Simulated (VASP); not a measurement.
# Ir in VASP: further runs

Runs on Ir. Level: PBEsol. Tasks: single point.

Program: VASP 6.6.1. These are calculated values, not measurements. Logs are shortened: lines on timing, memory, paths and dates and some standing lists are left out, and cuts for length are marked.

### Step 1. The cell of the first run

The cell holds a wire or tube with vacuum around it, 2 atoms: a = 10.100 Å, b = 9.300 Å, c = 3.972 Å, α = 90.00°, β = 90.00°, γ = 90.00°.

### Step 2. Single point, PBEsol, collinear spin

INCAR

```
PREC = Accurate
ENCUT = 520
EDIFF = 1E-6
ISMEAR = 0
SIGMA = 0.05
LREAL = False
LASPH = True
NELM = 150
ALGO = Normal
ISIF = 2
LWAVE = False
LCHARG = False
ISPIN = 2
MAGMOM = 1.5 1.5
LORBIT = 11
LMAXMIX = 4
GGA = PS
NBANDS = 20
```

KPOINTS

```
regular mesh
0
Gamma
  1 1 15
```

POSCAR

```
Ir
1.0
   10.1000000000      0.0000000000      0.0000000000
    0.0000000000      9.3000000000      0.0000000000
    0.0000000000      0.0000000000      3.9722929597
Ir
2
Direct
    0.4475223137      0.5000000000      0.0000000000
    0.5524776863      0.5000000000      0.5000000000
```

Potentials or basis: VASP PAW PBE potentials, release 64 (Ir).

Started as:

```console
$ cat potpaw_PBE.64/Ir/POTCAR > POTCAR
$ mpirun -np 1 vasp_std > vasp.out
```

OUTCAR:

```text
PREC = Accurate
   ENCUT = 520
   EDIFF = 1E-6
   ISMEAR = 0
   LREAL = False
   LASPH = True
   NELM = 150
   ISIF = 2
   ISPIN = 2
   LORBIT = 11
   GGA = PS

 ion  position               nearest neighbor table
   1  0.448  0.500  0.000-   2 2.25   2 2.25
   2  0.552  0.500  0.500-   1 2.25   1 2.25

  LATTYP: Found a simple orthorhombic cell.
 ALAT       =     3.9722929597
 B/A-ratio  =     2.3412170488
 C/A-ratio  =     2.5426120637

  Lattice vectors:

 A1 = (   0.0000000000,   0.0000000000,  -3.9722929597)
 A2 = (   0.0000000000,   9.3000000000,   0.0000000000)
 A3 = (  10.1000000000,   0.0000000000,   0.0000000000)

Analysis of symmetry for initial positions (statically):
=====================================================================
 Subroutine PRICEL returns:
 Original cell was already a primitive cell.

 Routine SETGRP: Setting up the symmetry group for a
 simple orthorhombic supercell.

 Subroutine GETGRP returns: Found  8 space group operations
 (whereof  4 operations were pure point group operations)
 out of a pool of  8 trial point group operations.

The static configuration has the point symmetry C_2v.
 The point group associated with its full space group is D_2h.

Analysis of symmetry for dynamics (positions and initial velocities):
=====================================================================
 Subroutine PRICEL returns:
 Original cell was already a primitive cell.

 Routine SETGRP: Setting up the symmetry group for a
 simple orthorhombic supercell.

 Subroutine GETGRP returns: Found  8 space group operations
 (whereof  4 operations were pure point group operations)
 out of a pool of  8 trial point group operations.

The dynamic configuration has the point symmetry C_2v.
 The point group associated with its full space group is D_2h.

Analysis of structural, dynamic, and magnetic symmetry:
=====================================================================
 Subroutine PRICEL returns:
 Original cell was already a primitive cell.

 Routine SETGRP: Setting up the symmetry group for a
 simple orthorhombic supercell.

 Subroutine GETGRP returns: Found  8 space group operations
 (whereof  4 operations were pure point group operations)
 out of a pool of  8 trial point group operations.

The overall configuration has the point symmetry C_2v.
 The point group associated with its full space group is D_2h.

 Subroutine INISYM returns: Found  8 space group operations
 (whereof  4 operations are pure point group operations),
 and found     1 'primitive' translations

----------------------------------------------------------------------------------------

                                     Primitive cell

  volume of cell :     373.1175

  direct lattice vectors                    reciprocal lattice vectors
    10.100000000  0.000000000  0.000000000     0.099009901  0.000000000  0.000000000
     0.000000000  9.300000000  0.000000000     0.000000000  0.107526882  0.000000000
     0.000000000  0.000000000  3.972292960     0.000000000  0.000000000  0.251743769

  length of vectors
    10.100000000  9.300000000  3.972292960     0.099009901  0.107526882  0.251743769

  position of ions in fractional coordinates (direct lattice)
     0.447522314  0.500000000  0.000000000
     0.552477686  0.500000000  0.500000000

  ion indices of the primitive-cell ions
   primitive index   ion index
                 1           1
                 2           2

----------------------------------------------------------------------------------------

 KPOINTS: regular mesh

Automatic generation of k-mesh.
 Grid dimensions read from file:
 generate k-points for:    1    1   15

 Generating k-lattice:

  Cartesian coordinates                     Fractional coordinates (reciprocal lattice)
     0.099009901  0.000000000  0.000000000     1.000000000  0.000000000  0.000000000
     0.000000000  0.107526882  0.000000000     0.000000000  1.000000000  0.000000000
     0.000000000  0.000000000  0.016782918     0.000000000  0.000000000  0.066666667

  Length of vectors
     0.099009901  0.107526882  0.016782918

  Shift w.r.t. Gamma in fractional coordinates (k-lattice)
     0.000000000  0.000000000  0.000000000

 Subroutine IBZKPT returns following result:
 ===========================================

 Found      8 irreducible k-points:

 Following reciprocal coordinates:
            Coordinates               Weight
  0.000000  0.000000  0.000000      1.000000
  0.000000  0.000000  0.066667      2.000000
  0.000000  0.000000  0.133333      2.000000
  0.000000  0.000000  0.200000      2.000000
  0.000000  0.000000  0.266667      2.000000
  0.000000  0.000000  0.333333      2.000000
  0.000000  0.000000  0.400000      2.000000
  0.000000  0.000000  0.466667      2.000000
   k-points           NKPTS =      8   k-points in BZ     NKDIM =      8   number of bands    NBANDS=     20
   number of dos      NEDOS =    301   number of ions     NIONS =      2
   total plane-waves  NPLWV = 168000
   dimension x,y,z NGX =    80 NGY =   70 NGZ =   30
   dimension x,y,z NGXF=   160 NGYF=  140 NGZF=   60
   ions per type =               2
   NGX,Y,Z   is equivalent  to a cutoff of  13.17, 12.51, 12.56 a.u.
   NGXF,Y,Z  is equivalent  to a cutoff of  26.34, 25.03, 25.11 a.u.
 SYSTEM =  unknown system
   PREC   = accura    normal or accurate (medium, high low for compatibility)
   ISTART =      0    job   : 0-new  1-cont  2-samecut
   ICHARG =      2    charge: 1-file 2-atom 10-const
   ISPIN  =      2    spin polarized calculation?
   LNONCOLLINEAR =      F non collinear calculations
   LSORBIT =      F    spin-orbit coupling
   LASPH  =      T    aspherical Exc in radial PAW
   ENCUT  =  520.0 eV  38.22 Ry    6.18 a.u.  18.78 17.29  7.39*2*pi/ulx,y,z
   NELM   =    150;   NELMIN=  2; NELMDL= -5     # of ELM steps
   EDIFF  = 0.1E-05   stopping-criterion for ELM
   LREAL  =      F    real-space projection
   EDIFFG = 0.1E-04   stopping-criterion for IOM
   NSW    =      0    number of steps for IOM
   IBRION =     -1    ionic relax: 0-MD 1-quasi-New 2-CG
   NFREE  =      0    steps in history (QN), initial steepest desc. (CG)
   ISIF   =      2    stress and relaxation
   ISYM   =      2    0-nonsym 1-usesym 2-fastsym
   POTIM  = 0.5000    time-step for ionic-motion
   TEBEG  =    0.0;   TEEND  =   0.0 temperature during run
   PSTRESS=    0.0 pullay stress
   NELECT =      18.0000    total number of electrons
   NUPDOWN=      -1.0000    fix difference up-down
   EMIN   =  10.00;   EMAX   =-10.00  energy-range for DOS
   EFERMI =   0.00;   METHOD = LEGACY
   ISMEAR =     0;   SIGMA  =   0.05  broadening in eV -4-tet -1-fermi 0-gaus
   EFERMI_NEDOS =   21; number of points for ismear=-14 and -15
   IALGO  =     38    algorithm
   IMIX   =      4    mixing-type and parameters
     AMIX     =   0.40;   BMIX     =  1.00
     AMIX_MAG =   1.60;   BMIX_MAG =  1.00
  volume/ion in A,a.u.               =     186.56      1258.96
  Fermi-wavevector in a.u.,A,eV,Ry     =   0.595960  1.126201  4.832359  0.355168
  Thomas-Fermi vector in A             =   1.646124
   LORBIT       =     11    0 simple, 1 ext, 2 COOP (PROOUT), +10 PAW based schemes
   GGA     = PS    functional components
   LHFCALC =     F    Hartree Fock is set to
   AEXX    =    0.0000 exact exchange contribution
   IVDW    =     0    specifies the selected vdW correction
   LEPSILON=     F    determine dielectric tensor
   LRPA    =     F    only Hartree local field effects (RPA)
 spin polarized calculation
 Gauss-broadening in eV      SIGMA  =   0.05
  energy-cutoff  :      520.00
  volume of cell :      373.12
 maximum number of plane-waves:     10081
 NGX is ok and might be reduce to    80
   NGX = 37   NGY = 35   NGZ = 15

 number of electron      18.0000003 magnetization       0.5058773

 Free energy of the ion-electron system (eV)
  ---------------------------------------------------
  ext. energy  EPLUGINS =         0.00000000
  ---------------------------------------------------
  free energy    TOTEN  =       -12.24076212 eV

  energy without entropy =      -12.23740358  energy(sigma->0) =      -12.23908285

 E-fermi :  -3.9096     XC(G=0):  -2.4328

 val. band max:       -3.9718685820   @ k =   0.0000   0.0000   0.4667
 cond. band min:      -3.9004346200   @ k =   0.0000   0.0000   0.4667
 fundamental gap:      0.0714339620
 Fermi energy:        -3.9096390205

 spin component 1

 k-point     1 :       0.0000    0.0000    0.0000
  band No.  band energies     occupation
      1      -9.6400      1.00000
      2      -8.0445      1.00000
      3      -7.7031      1.00000
      4      -7.4314      1.00000
      5      -6.3436      1.00000
      6      -5.6468      1.00000
[... 12 lines left out ...]
     19       2.9600      0.00000
     20       3.5389      0.00000

 k-point     2 :       0.0000    0.0000    0.0667
  band No.  band energies     occupation
      1      -9.6126      1.00000
      2      -8.0581      1.00000
      3      -8.0407      1.00000
      4      -7.0474      1.00000
      5      -6.3341      1.00000
      6      -5.7076      1.00000
[... 12 lines left out ...]
     19       2.9966      0.00000
     20       3.1486      0.00000
[... 96 lines left out ...]
      2      -9.4056      1.00000
      3      -7.6899      1.00000
      4      -7.0129      1.00000
      5      -6.0076      1.00000
      6      -5.4879      1.00000
[... 12 lines left out ...]
     19       3.9213      0.00000
     20       4.1333      0.00000

 k-point     8 :       0.0000    0.0000    0.4667
  band No.  band energies     occupation
      1      -9.4602      1.00000
      2      -9.4481      1.00000
      3      -7.5048      1.00000
      4      -7.2774      1.00000
      5      -5.7385      1.00000
      6      -5.5371      1.00000
[... 12 lines left out ...]
     19       3.6743      0.00000
     20       4.2248      0.00000
 Fermi energy:        -3.9096390205

 spin component 2

 k-point     1 :       0.0000    0.0000    0.0000
  band No.  band energies     occupation
      1      -9.5775      1.00000
      2      -7.9456      1.00000
      3      -7.6478      1.00000
      4      -7.3623      1.00000
      5      -6.0443      1.00000
      6      -5.5260      1.00000
[... 12 lines left out ...]
     19       3.0220      0.00000
     20       3.5699      0.00000

 k-point     2 :       0.0000    0.0000    0.0667
  band No.  band energies     occupation
      1      -9.5492      1.00000
      2      -7.9980      1.00000
      3      -7.9418      1.00000
      4      -6.9824      1.00000
      5      -6.0475      1.00000
      6      -5.5879      1.00000
[... 12 lines left out ...]
     19       3.0584      0.00000
     20       3.1810      0.00000
[... 97 lines left out ...]
      3      -7.5898      1.00000
      4      -6.9088      1.00000
      5      -5.9602      1.00000
      6      -5.3397      1.00000
[... 12 lines left out ...]
     19       3.9321      0.00000
     20       4.1583      0.00000

 k-point     8 :       0.0000    0.0000    0.4667
  band No.  band energies     occupation
      1      -9.3907      1.00000
      2      -9.3759      1.00000
      3      -7.4039      1.00000
      4      -7.1751      1.00000
      5      -5.6632      1.00000
      6      -5.4302      1.00000
[... 12 lines left out ...]
     19       3.6848      0.00000
     20       4.2387      0.00000

------------------------ aborting loop because EDIFF is reached ----------------------------------------

  FORCE on cell =-STRESS in cart. coord.  units (eV):
  Direction    XX          YY          ZZ          XY          YZ          ZX
  --------------------------------------------------------------------------------------
  -------------------------------------------------------------------------------------
  Total        0.0012926     -0.0266704     -0.4357105      0.0000000      0.0000000      0.0000000
  in kB        0.0055506     -0.1145233     -1.8709536      0.0000000      0.0000000      0.0000000
  external PRESSURE =      -0.6599754 kB  Pullay stress =       0.0000000 kB

 VOLUME and BASIS-vectors are now :
 -----------------------------------------------------------------------------
  energy-cutoff  :      520.00
  volume of cell :      373.12
      direct lattice vectors                 reciprocal lattice vectors
    10.100000000  0.000000000  0.000000000     0.099009901  0.000000000  0.000000000
     0.000000000  9.300000000  0.000000000     0.000000000  0.107526882  0.000000000
     0.000000000  0.000000000  3.972292960     0.000000000  0.000000000  0.251743769

 POSITION                                       TOTAL-FORCE (eV/Angst)
 -----------------------------------------------------------------------------------
      4.51998      4.65000      0.00000        -0.021694      0.000000      0.000000
      5.58002      4.65000      1.98615         0.021694      0.000000      0.000000
 -----------------------------------------------------------------------------------
    total drift:                                0.000000      0.000000      0.000000

  FREE ENERGIE OF THE ION-ELECTRON SYSTEM (eV)
  ---------------------------------------------------
  free  energy   TOTEN  =       -12.2407621204 eV

  energy  without entropy=      -12.2374035805  energy(sigma->0) =      -12.23908285

 total charge

# of ion       s       p       d       tot
------------------------------------------
    1        0.863   0.303   7.016   8.183
    2        0.863   0.303   7.016   8.183
--------------------------------------------------
tot          1.727   0.606  14.033  16.366

 magnetization (x)

# of ion       s       p       d       tot
------------------------------------------
    1        0.021  -0.000   0.208   0.229
    2        0.021  -0.000   0.208   0.229
--------------------------------------------------
tot          0.043  -0.001   0.417   0.459
```

It took 2.3 min on 1 thread of Intel Xeon 6975P-C (Granite Rapids), shared host; peak memory 0.57 GiB.

Results:

| Item | Value |
| --- | --- |
| Free energy | -12.2408 eV |
| Largest force | 0.022 eV/Å |
| Net moment | 0.51 μB per cell |
| Site moments | Ir +0.23 μB |
| Valence electrons inside the program's atomic spheres | Ir 8.18 |

Forces in eV/Å, atoms in the order of the input:
```
Ir  -0.022  0.000  0.000
Ir   0.022  0.000  0.000
```

Caveat: the PAW data sets were made with another functional, which shifts forces and pressure a little; spin-orbit coupling is left out, which moves the levels of the heavy elements.

(Part 1 of 2 ends here.)
